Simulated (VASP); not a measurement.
# Ag (Fm-3m) in VASP: notebook

The runs below take Ag through single point, relaxation of cell and atoms, with PBE.

All numbers are computed with VASP 6.6.1; they aren't measurements. Logs are shortened: lines on timing, memory, paths and dates and some standing lists are left out, and cuts for length are marked.

### 1 The cell of the first run

Symmetry: Fm-3m, No. 225, cubic system. The conventional cell has a = 4.149 Å, b = 4.149 Å, c = 4.149 Å, α = 90.00°, β = 90.00°, γ = 90.00°. Ag (site symmetry m-3m) has 12 Ag at 2.93 Å within 3.9 Å.

### 2 Single point, PBE

The input, INCAR:

```
  ALGO = Normal
  EDIFF = 1E-6
  ENCUT = 520
  GGA = PE
  ISIF = 2
  ISMEAR = -1
  LASPH = T
  LCHARG = T
  LELF = T
  LREAL = F
  LVHAR = T
  LWAVE = F
  NBANDS = 12
  NELM = 100
  PREC = Accurate
  SIGMA = 0.05
```

The input, KPOINTS:

```
k-points
0
Gamma
  17 17 17
```

The input, POSCAR:

```
Ag
1.0
    0.0000000000      2.0742833059      2.0742833059
    2.0742833059      0.0000000000      2.0742833059
    2.0742833059      2.0742833059      0.0000000000
Ag
1
Direct
    0.0000000000      0.0000000000      0.0000000000
```

Potentials or basis: VASP PAW PBE potentials, release 64 (Ag).

The run is started by

```console
$ cat potpaw_PBE.64/Ag/POTCAR > POTCAR
$ mpirun -np 1 vasp_std > vasp.out
```

OUTCAR:

```text
EDIFF = 1E-6
   ENCUT = 520
   GGA = PE
   ISIF = 2
   ISMEAR = -1
   LASPH = T
   LREAL = F
   NELM = 100
   PREC = Accurate

 ion  position               nearest neighbor table
   1  0.000  0.000  0.000-

  LATTYP: Found a face centered cubic cell.
 ALAT       =     4.1485666118

  Lattice vectors:

 A1 = (   0.0000000000,   2.0742833059,   2.0742833059)
 A2 = (   2.0742833059,   0.0000000000,   2.0742833059)
 A3 = (   2.0742833059,   2.0742833059,   0.0000000000)

Analysis of symmetry for initial positions (statically):
=====================================================================
 Subroutine PRICEL returns:
 Original cell was already a primitive cell.

 Routine SETGRP: Setting up the symmetry group for a
 face centered cubic supercell.

 Subroutine GETGRP returns: Found 48 space group operations
 (whereof 48 operations were pure point group operations)
 out of a pool of 48 trial point group operations.

The static configuration has the point symmetry O_h .

Analysis of symmetry for dynamics (positions and initial velocities):
=====================================================================
 Subroutine PRICEL returns:
 Original cell was already a primitive cell.

 Routine SETGRP: Setting up the symmetry group for a
 face centered cubic supercell.

 Subroutine GETGRP returns: Found 48 space group operations
 (whereof 48 operations were pure point group operations)
 out of a pool of 48 trial point group operations.

The dynamic configuration has the point symmetry O_h .

 Subroutine INISYM returns: Found 48 space group operations
 (whereof 48 operations are pure point group operations),
 and found     1 'primitive' translations

----------------------------------------------------------------------------------------

                                     Primitive cell

  volume of cell :      17.8498

  direct lattice vectors                    reciprocal lattice vectors
     0.000000000  2.074283306  2.074283306    -0.241047112  0.241047112  0.241047112
     2.074283306  0.000000000  2.074283306     0.241047112 -0.241047112  0.241047112
     2.074283306  2.074283306  0.000000000     0.241047112  0.241047112 -0.241047112

  length of vectors
     2.933479583  2.933479583  2.933479583     0.417505845  0.417505845  0.417505845

  position of ions in fractional coordinates (direct lattice)
     0.000000000  0.000000000  0.000000000

  ion indices of the primitive-cell ions
   primitive index   ion index
                 1           1

----------------------------------------------------------------------------------------

 KPOINTS: k-points

Automatic generation of k-mesh.
 Grid dimensions read from file:
 generate k-points for:   17   17   17

 Generating k-lattice:

  Cartesian coordinates                     Fractional coordinates (reciprocal lattice)
    -0.014179242  0.014179242  0.014179242     0.058823529  0.000000000  0.000000000
     0.014179242 -0.014179242  0.014179242     0.000000000  0.058823529  0.000000000
     0.014179242  0.014179242 -0.014179242     0.000000000  0.000000000  0.058823529

  Length of vectors
     0.024559167  0.024559167  0.024559167

  Shift w.r.t. Gamma in fractional coordinates (k-lattice)
     0.000000000  0.000000000  0.000000000

 Subroutine IBZKPT returns following result:
 ===========================================

 Found    165 irreducible k-points:

 Following reciprocal coordinates:
            Coordinates               Weight
  0.000000  0.000000  0.000000      1.000000
  0.058824  0.000000  0.000000      8.000000
  0.117647  0.000000  0.000000      8.000000
  0.176471  0.000000  0.000000      8.000000
  0.235294  0.000000  0.000000      8.000000
  0.294118  0.000000  0.000000      8.000000
[... 16 lines left out ...]
 -0.176471  0.058824  0.000000     24.000000
 -0.117647  0.058824  0.000000     24.000000
 [... further k-points ...]
   k-points           NKPTS =    165   k-points in BZ     NKDIM =    165   number of bands    NBANDS=     12
   number of dos      NEDOS =    301   number of ions     NIONS =      1
   total plane-waves  NPLWV =  13824
   dimension x,y,z NGX =    24 NGY =   24 NGZ =   24
   dimension x,y,z NGXF=    48 NGYF=   48 NGZF=   48
   ions per type =               1
   NGX,Y,Z   is equivalent  to a cutoff of  13.60, 13.60, 13.60 a.u.
   NGXF,Y,Z  is equivalent  to a cutoff of  27.20, 27.20, 27.20 a.u.
 SYSTEM =  unknown system
   PREC   = accura    normal or accurate (medium, high low for compatibility)
   ISTART =      0    job   : 0-new  1-cont  2-samecut
   ICHARG =      2    charge: 1-file 2-atom 10-const
   ISPIN  =      1    spin polarized calculation?
   LNONCOLLINEAR =      F non collinear calculations
   LSORBIT =      F    spin-orbit coupling
   LASPH  =      T    aspherical Exc in radial PAW
   ENCUT  =  520.0 eV  38.22 Ry    6.18 a.u.   5.45  5.45  5.45*2*pi/ulx,y,z
   NELM   =    100;   NELMIN=  2; NELMDL= -5     # of ELM steps
   EDIFF  = 0.1E-05   stopping-criterion for ELM
   LREAL  =      F    real-space projection
   EDIFFG = 0.1E-04   stopping-criterion for IOM
   NSW    =      0    number of steps for IOM
   IBRION =     -1    ionic relax: 0-MD 1-quasi-New 2-CG
   NFREE  =      0    steps in history (QN), initial steepest desc. (CG)
   ISIF   =      2    stress and relaxation
   ISYM   =      2    0-nonsym 1-usesym 2-fastsym
   POTIM  = 0.5000    time-step for ionic-motion
   TEBEG  =    0.0;   TEEND  =   0.0 temperature during run
   PSTRESS=    0.0 pullay stress
   NELECT =      11.0000    total number of electrons
   NUPDOWN=      -1.0000    fix difference up-down
   EMIN   =  10.00;   EMAX   =-10.00  energy-range for DOS
   EFERMI =   0.00;   METHOD = LEGACY
   ISMEAR =    -1;   SIGMA  =   0.05  broadening in eV -4-tet -1-fermi 0-gaus
   EFERMI_NEDOS =   21; number of points for ismear=-14 and -15
   IALGO  =     38    algorithm
   IMIX   =      4    mixing-type and parameters
     AMIX     =   0.40;   BMIX     =  1.00
     AMIX_MAG =   1.60;   BMIX_MAG =  1.00
  volume/ion in A,a.u.               =      17.85       120.46
  Fermi-wavevector in a.u.,A,eV,Ry     =   1.393139  2.632650 26.406665  1.940835
  Thomas-Fermi vector in A             =   2.516814
   LORBIT       =      0    0 simple, 1 ext, 2 COOP (PROOUT), +10 PAW based schemes
   GGA     = PE    functional components
   LHFCALC =     F    Hartree Fock is set to
   AEXX    =    0.0000 exact exchange contribution
   IVDW    =     0    specifies the selected vdW correction
   LEPSILON=     F    determine dielectric tensor
   LRPA    =     F    only Hartree local field effects (RPA)
 non-spin polarized calculation
  energy-cutoff  :      520.00
  volume of cell :       17.85
 maximum number of plane-waves:       531
 NGX is ok and might be reduce to    24
   NGX = 11   NGY = 11   NGZ = 11

 number of electron      11.0000000 magnetization

 Free energy of the ion-electron system (eV)
  ---------------------------------------------------
  ext. energy  EPLUGINS =         0.00000000
  ---------------------------------------------------
  free energy    TOTEN  =        -2.71543481 eV

  energy without entropy =       -2.71209419  energy(sigma->0) =       -2.71376450

 E-fermi :   7.8944     XC(G=0): -11.9384

 val. band max:        7.8906090250   @ k =  -0.2941   0.2353   0.0588
 cond. band min:       7.9293415050   @ k =  -0.4118   0.1176   0.0000
 fundamental gap:      0.0387324800
 Fermi energy:         7.8944420459

 k-point     1 :       0.0000    0.0000    0.0000
  band No.  band energies     occupation
      1       0.3723      2.00000
      2       3.1624      2.00000
      3       3.1624      2.00000
      4       3.1624      2.00000
      5       4.1149      2.00000
      6       4.1149      2.00000
      7      23.7274      0.00000
      8      27.0345      0.00000
      9      27.0345      0.00000
     10      27.0345      0.00000
     11      31.7340      0.00000
     12      32.5892      0.00000

 k-point     2 :       0.0588    0.0000    0.0000
  band No.  band energies     occupation
      1       0.4767      2.00000
      2       3.1397      2.00000
      3       3.1904      2.00000
      4       3.1904      2.00000
      5       4.1045      2.00000
      6       4.1045      2.00000
      7      23.7297      0.00000
      8      26.1100      0.00000
      9      27.0621      0.00000
     10      27.0621      0.00000
     11      31.7051      0.00000
     12      32.4919      0.00000

 k-point     3 :       0.1176    0.0000    0.0000
  band No.  band energies     occupation
      1       0.7771      2.00000
      2       3.0896      2.00000
      3       3.2617      2.00000
      4       3.2617      2.00000
      5       4.0856      2.00000
      6       4.0856      2.00000
      7      23.2414      0.00000
      8      24.7916      0.00000
      9      27.1180      0.00000
     10      27.1180      0.00000
     11      30.8232      0.00000
     12      32.1221      0.00000
[... 286 lines left out ...]
 k-point    23 :      -0.1765    0.0588    0.0000
  band No.  band energies     occupation
      1       1.4551      2.00000
      2       3.0307      2.00000
      3       3.3860      2.00000
      4       3.3939      2.00000
      5       3.9912      2.00000
      6       4.2758      2.00000
      7      20.7359      0.00000
      8      23.9007      0.00000
      9      26.2523      0.00000
     10      28.4408      0.00000
     11      29.0723      0.00000
     12      30.8348      0.00000

 k-point    24 :      -0.1176    0.0588    0.0000
  band No.  band energies     occupation
      1       1.0004      2.00000
      2       3.0275      2.00000
      3       3.3109      2.00000
      4       3.3379      2.00000
      5       3.9945      2.00000
      6       4.1698      2.00000
      7      22.8099      0.00000
      8      24.1610      0.00000
      9      26.2991      0.00000
     10      28.0363      0.00000
     11      29.8115      0.00000
     12      32.0930      0.00000

 [... further k-points ...]
[... 5 lines left out ...]
  --------------------------------------------------------------------------------------
  -------------------------------------------------------------------------------------
  Total       -0.0175701     -0.0175701     -0.0175701     -0.0000000     -0.0000000     -0.0000000
  in kB       -1.5770659     -1.5770659     -1.5770659     -0.0000000     -0.0000000     -0.0000000
  external PRESSURE =      -1.5770659 kB  Pullay stress =       0.0000000 kB

 VOLUME and BASIS-vectors are now :
 -----------------------------------------------------------------------------
  energy-cutoff  :      520.00
  volume of cell :       17.85
      direct lattice vectors                 reciprocal lattice vectors
     0.000000000  2.074283306  2.074283306    -0.241047112  0.241047112  0.241047112
     2.074283306  0.000000000  2.074283306     0.241047112 -0.241047112  0.241047112
     2.074283306  2.074283306  0.000000000     0.241047112  0.241047112 -0.241047112

 POSITION                                       TOTAL-FORCE (eV/Angst)
 -----------------------------------------------------------------------------------
      0.00000      0.00000      0.00000        -0.000000      0.000000     -0.000000
 -----------------------------------------------------------------------------------
    total drift:                               -0.000000     -0.000000     -0.000000

  FREE ENERGIE OF THE ION-ELECTRON SYSTEM (eV)
  ---------------------------------------------------
  free  energy   TOTEN  =        -2.7154348141 eV

  energy  without entropy=       -2.7120941869  energy(sigma->0) =       -2.71376450
```

Run time: 9.8 s. Hardware: 1 thread of Intel Xeon 6975P-C (Granite Rapids), shared host; peak memory 0.16 GiB.

Results:

| Quantity | Value |
| --- | --- |
| Free energy | -2.7154 eV |
| Pressure | -0.2 GPa |

### 3 Single point, PBE

This run uses another cell than the first one, of 19.29 Å³/atom, 1.081 times its volume.

The input, INCAR:

```
SYSTEM = Ag
PREC = Accurate ; ENCUT = 520
EDIFF = 1E-6 ; ISMEAR = -1
SIGMA = 0.05 ; LREAL = .False.
LASPH = .True. ; NELM = 80
ALGO = Normal ; ISIF = 2
LWAVE = .False. ; LCHARG = .False.
GGA = PE ; NBANDS = 12
```

The input, KPOINTS:

```
Automatic mesh
0
Gamma
  17 17 17
  0 0 0
```

The input, POSCAR:

```
Ag
1.0
    0.0000000000      2.1285741859      2.1285741859
    2.1285741859      0.0000000000      2.1285741859
    2.1285741859      2.1285741859      0.0000000000
Ag
1
Direct
    0.0000000000      0.0000000000      0.0000000000
```

Potentials or basis: VASP PAW PBE potentials, release 64 (Ag).

The run is started by

```console
$ cat potpaw_PBE.64/Ag/POTCAR > POTCAR
$ mpirun -np 1 vasp_std > vasp.out
```

It took 9 s on 1 thread of Intel Xeon 6975P-C (Granite Rapids), shared host; peak memory 0.16 GiB.

Results (log left out):

| Quantity | Value |
| --- | --- |
| Free energy | -2.6878 eV |
| Pressure | -5.6 GPa |

Levels at points of the mesh, in eV from the Fermi level:
```tsv
k point	band 3	band 4	band 5	band 6	band 7	band 8	band 9	band 10
(0.00, 0.00, 0.00)	-4.47	-4.47	-3.65	-3.65	15.63	18.48	18.48	18.48
```

### 4 Relaxation of cell and atoms, PBE

The input, INCAR:

```
SYSTEM = Ag
ALGO = Normal ; EDIFF = 1E-7
EDIFFG = -0.005 ; ENCUT = 600
GGA = PE ; IBRION = 2
ISIF = 3 ; ISMEAR = -1
LASPH = .TRUE. ; LCHARG = .FALSE.
LREAL = .FALSE. ; LWAVE = .FALSE.
NELM = 60 ; NSW = 60
PREC = Accurate ; SIGMA = 0.05
```

The input, KPOINTS:

```
k-points
0
G
  17 17 17
  0 0 0
```

The input, POSCAR:

```
Ag
1.0
    0.0000000000      2.0734371548      2.0734371548
    2.0734371548      0.0000000000      2.0734371548
    2.0734371548      2.0734371548      0.0000000000
Ag
1
Direct
    0.0000000000      0.0000000000      0.0000000000
```

The run is started by

```console
$ cat potpaw_PBE.64/Ag/POTCAR > POTCAR
$ mpirun -np 1 vasp_std > vasp.out
```

It took 12 s on 1 thread of Intel Xeon 6975P-C (Granite Rapids), shared host; peak memory 0.17 GiB.

It converged, with:

- Free energy: -2.7152 eV
- Relaxed volume: 17.81 Å³/atom
- Relaxed cell: a = 2.931 Å, b = 2.931 Å, c = 2.931 Å, α = 60.00°, β = 60.00°, γ = 60.00°
- Space group after relaxing (to 0.05 Å): Fm-3m (No. 225)
- Energy gained by relaxing: 0.0 meV/atom
- Ionic steps: 2
- Pressure after relaxing: 0.0 GPa

Final structure:
```
Ag
1.0
     0.00000    2.07275    2.07275
     2.07275    0.00000    2.07275
     2.07275    2.07275    0.00000
Ag
1
Direct
  0.00000 0.00000 0.00000
```

Levels at points of the mesh, in eV from the Fermi level:
```csv
k point,band 4,band 5,band 6,band 7,band 8,band 9
"(0.00, 0.00, 0.00)",-4.74,-3.78,-3.78,15.84,19.16,19.16
```

### 5 Relaxation of cell and atoms, PBE

The input, INCAR:

```
SYSTEM = Ag
PREC = Accurate
ENCUT = 600
EDIFF = 1E-6
ISMEAR = -1
SIGMA = 0.05
LREAL = .FALSE.
LASPH = .TRUE.
NELM = 80
ALGO = Normal
ISIF = 3
LWAVE = .FALSE.
LCHARG = .FALSE.
GGA = PE
IBRION = 2
NSW = 45
EDIFFG = -0.005
```

The input, KPOINTS:

```
regular mesh
0
G
  17 17 17
  0 0 0
```

The input, POSCAR:

```
Ag
1.0
    0.0000000000      2.0742833059      2.0742833059
    2.0742833059      0.0000000000      2.0742833059
    2.0742833059      2.0742833059      0.0000000000
Ag
1
Direct
    0.0000000000      0.0000000000      0.0000000000
```

Potentials or basis: VASP PAW PBE potentials, release 64 (Ag).

The run is started by

```console
$ cat potpaw_PBE.64/Ag/POTCAR > POTCAR
$ mpirun -np 1 vasp_std > vasp.out
```

OUTCAR:

```text
SYSTEM = Ag
   PREC = Accurate
   ENCUT = 600
   EDIFF = 1E-6
   ISMEAR = -1
   LREAL = .FALSE.
   LASPH = .TRUE.
   NELM = 80
   ISIF = 3
   GGA = PE
   IBRION = 2
   NSW = 45
   EDIFFG = -0.005

 ion  position               nearest neighbor table
   1  0.000  0.000  0.000-

  LATTYP: Found a face centered cubic cell.
 ALAT       =     4.1485666118

  Lattice vectors:

 A1 = (   0.0000000000,   2.0742833059,   2.0742833059)
 A2 = (   2.0742833059,   0.0000000000,   2.0742833059)
 A3 = (   2.0742833059,   2.0742833059,   0.0000000000)

Analysis of symmetry for initial positions (statically):
=====================================================================
 Subroutine PRICEL returns:
 Original cell was already a primitive cell.

[... 246 lines left out ...]

 E-fermi :   7.9215     XC(G=0): -11.9505

 val. band max:        7.9186134452   @ k =  -0.2941   0.2353   0.0588
 cond. band min:       7.9546134868   @ k =  -0.4118   0.1176   0.0000
 fundamental gap:      0.0360000416
 Fermi energy:         7.9214552951

 k-point     1 :       0.0000    0.0000    0.0000
  band No.  band energies     occupation
      1       0.3845      2.00000
      2       3.1820      2.00000
      3       3.1820      2.00000
      4       3.1820      2.00000
      5       4.1379      2.00000
      6       4.1379      2.00000
      7      23.7587      0.00000
      8      27.0781      0.00000
      9      27.0781      0.00000
[... 265 lines left out ...]
 k-point    24 :      -0.1176    0.0588    0.0000
  band No.  band energies     occupation
      1       1.0136      2.00000
      2       3.0465      2.00000
      3       3.3310      2.00000
      4       3.3580      2.00000
      5       4.0170      2.00000
      6       4.1929      2.00000
      7      22.8510      0.00000
      8      24.2002      0.00000
      9      26.3437      0.00000

 [... further k-points ...]
[... 5 lines left out ...]
  --------------------------------------------------------------------------------------
  -------------------------------------------------------------------------------------
  Total        0.0012254      0.0012254      0.0012254     -0.0000000     -0.0000000      0.0000000
  in kB        0.1102105      0.1102105      0.1102105     -0.0000000     -0.0000000      0.0000000
  external PRESSURE =       0.1102105 kB  Pullay stress =       0.0000000 kB
[... 16 lines left out ...]
  FREE ENERGIE OF THE ION-ELECTRON SYSTEM (eV)
  ---------------------------------------------------
  free  energy   TOTEN  =        -2.7151899282 eV

  energy  without entropy=       -2.7118520969  energy(sigma->0) =       -2.71352101

 reached required accuracy - stopping structural energy minimisation
```

OSZICAR:

```text
N       E                     dE             d eps       ncg     rms          rms(c)
DAV:   1     0.511248298520E+02    0.51125E+02   -0.62143E+03  3010   0.124E+03
DAV:   2    -0.251587601012E+01   -0.53641E+02   -0.51287E+02  3042   0.222E+02
[... 16 lines left out ...]
   2 F= -.27151864E+01 E0= -.27135180E+01  d E =-.158907E-04
       N       E                     dE             d eps       ncg     rms          rms(c)
DAV:   1    -0.271528394351E+01   -0.97480E-04   -0.17356E-03  3014   0.512E-01    0.637E-02
DAV:   2    -0.271519403875E+01    0.89905E-04   -0.42051E-04  3013   0.222E-01    0.194E-02
DAV:   3    -0.271519156144E+01    0.24773E-05   -0.39493E-06  2644   0.199E-02    0.129E-02
DAV:   4    -0.271518990764E+01    0.16538E-05   -0.76192E-07  3016   0.846E-03    0.638E-04
DAV:   5    -0.271518992822E+01   -0.20581E-07   -0.13066E-08  1489   0.121E-03
   3 F= -.27151899E+01 E0= -.27135210E+01  d E =-.194048E-04
```

CONTCAR:

```text
Ag
   1.00000000000000
     0.0000000000000000    2.0728799025173794    2.0728799025173794
     2.0728799025173794   -0.0000000000000000    2.0728799025173794
     2.0728799025173794    2.0728799025173794   -0.0000000000000000
  Ag
     1
Direct
     0.0000000000000000    0.0000000000000000    0.0000000000000000

  0.00000000E+00  0.00000000E+00  0.00000000E+00
```

Run time: 18 s. Hardware: 1 thread of Intel Xeon 6975P-C (Granite Rapids), shared host; peak memory 0.17 GiB.

What came out:

```
Free energy                            : -2.7152 eV
Relaxed volume                         : 17.81 Å³/atom
Relaxed cell                           : a = 2.931 Å, b = 2.931 Å, c = 2.931 Å, α = 60.00°, β = 60.00°, γ = 60.00°
Space group after relaxing (to 0.05 Å) : Fm-3m (No. 225)
Energy gained by relaxing              : 0.0 meV/atom
Ionic steps                            : 3
Pressure after relaxing                : 0.0 GPa
```

Final structure:
```xyz
1
Lattice="0.0000 2.0729 2.0729 2.0729 0.0000 2.0729 2.0729 2.0729 0.0000" Properties=species:S:1:pos:R:3 pbc="T T T"
Ag    0.0000    0.0000    0.0000
```

### 6 Summary

```csv
task,cell,cutoff (eV),gap on the mesh (eV),pressure (GPa),relaxed volume (Å³/atom)
single point,"a = 2.933 Å, angles 60.0°, 1 atom",520,none,-0.2,-
single point,"a = 3.010 Å, angles 60.0°, 1 atom",520,none,-5.6,-
relaxation of cell and atoms,"relaxed from a = 2.932 Å, angles 60.0°, 1 atom",600,none,0.0,17.81
relaxation of cell and atoms,"relaxed from a = 2.933 Å, angles 60.0°, 1 atom",600,none,0.0,17.81
```

Alike in all rows: level PBE; potentials or basis VASP PAW PBE potentials, release 64 (Ag); no spin polarisation; k mesh 17 × 17 × 17; smearing fermi-dirac 0.05 eV.

Total energies depend on the potentials used, so only differences within one code and one set of settings carry meaning.
